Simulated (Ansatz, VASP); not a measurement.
TiSe2: VASP beside Ansatz

```
Ti Se
1.0
     3.48111    0.00000    0.00000
    -1.74055    3.01473    0.00000
     0.00000    0.00000    5.87123
Ti Se
1 2
Direct
  0.00000 0.00000 0.00000
  0.33333 0.66667 0.26466
  0.66667 0.33333 0.73534
```

Alike in both runs: functional PBE; dispersion D3(BJ); k mesh 15 × 15 × 8; occupations gaussian, width 0.1 eV; no spin polarisation.

Ansatz relaxed the structure, and its values are those at the end. VASP's run is a single point on that final structure, the one shown.

|  | VASP | Ansatz |
| --- | --- | --- |
| version | VASP 6.6.1 | Ansatz 0.2.0 |
| potentials or method | VASP PAW PBE potentials, release 64 (Ti_sv, Se), cutoff 500 eV | scalar-relativistic, all-electron LAPW |

```tsv
	VASP	Ansatz	Ansatz less VASP
gap on the k mesh at the Fermi level (eV)	none	none	-
pressure (GPa)	0.1	0.0	-0.10
rms of the force components (eV/Å)	0.009	0.000	-0.0087
```

A gap of «none» marks a metal or a gap that the smearing closes. Ansatz ran all-electron here, and VASP with PAW potentials.
